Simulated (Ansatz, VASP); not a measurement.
## AlN in VASP and in Ansatz

Contents of INCAR:

```
ALGO = Normal
EDIFF = 1E-8
ENCUT = 520
GGA = CA
GGA_COMPAT = False
ISIF = 2
ISMEAR = -1
LASPH = True
LCHARG = False
LEFG = True
LREAL = False
LWAVE = False
NBANDS = 11
NELM = 120
PREC = Accurate
SIGMA = 0.02
```

File KPOINTS:

```
k-points
0
Gamma
  10 10 10
```

File POSCAR:

```
AlN
1.0
    0.0000000000      1.9780000000      2.0175600000
    1.9780000000      0.0000000000      2.0175600000
    1.9780000000      1.9780000000      0.0000000000
Al N
1 1
Direct
    0.0000000000      0.0000000000      0.0000000000
    0.5000000000      0.5000000000      0.5000000000
```

Input for Ansatz:

```yaml
crystal:
  lattice:
    - [0.0, 1.978, 2.01756]
    - [1.978, 0.0, 2.01756]
    - [1.978, 1.978, 0.0]
  atoms:
    - { symbol: Al, position: [0.0, 0.0, 0.0] }
    - { symbol: "N", position: [0.5, 0.5, 0.5] }
kpoints:
  mp_grid: { grid: [10, 10, 10] }
scf:
  occupations: { method: fermi_dirac, width: 0.02 }
hamiltonian:
  xc: lda
  pseudopotentials: { kind: paw }
output:
  forces: true
  stress: true
  eigenvalues: true
  efg: { contact_densities: true }
```

Change from the starting cell: zz strain of +2 %, PAW files.

Alike in both runs: task electric field gradients; functional LDA; k mesh 10 × 10 × 10; occupations fermi-dirac, width 0.02 eV; no spin polarisation.

|  | VASP | Ansatz |
| --- | --- | --- |
| version | VASP 6.6.1 | Ansatz 0.2.0 |
| potentials or method | VASP PAW LDA potentials, release 64 (Al, N) | PAW with Ansatz's default frozen-core files, scalar-relativistic |
| plane-wave cutoff (eV) | 520 | 420 |
| valence electrons in the cell | 8 | 8 |

|  | VASP | Ansatz | Ansatz less VASP |
| --- | --- | --- | --- |
| gap on the k mesh at the Fermi level (eV) | 4.75 | 4.77 | +0.014 |
| pressure (GPa) | 7.2 | 6.5 | -0.73 |
| traceless stress, the component that is largest in VASP (GPa) | -4.60 | -4.47 | +0.132 |
| size of Vzz on the site where it differs most (V/Å²) | 8.0 | 7.5 | -0.50 |

LDA's correlation is that of Perdew and Zunger in VASP and of Perdew and Wang (1992) in Ansatz.
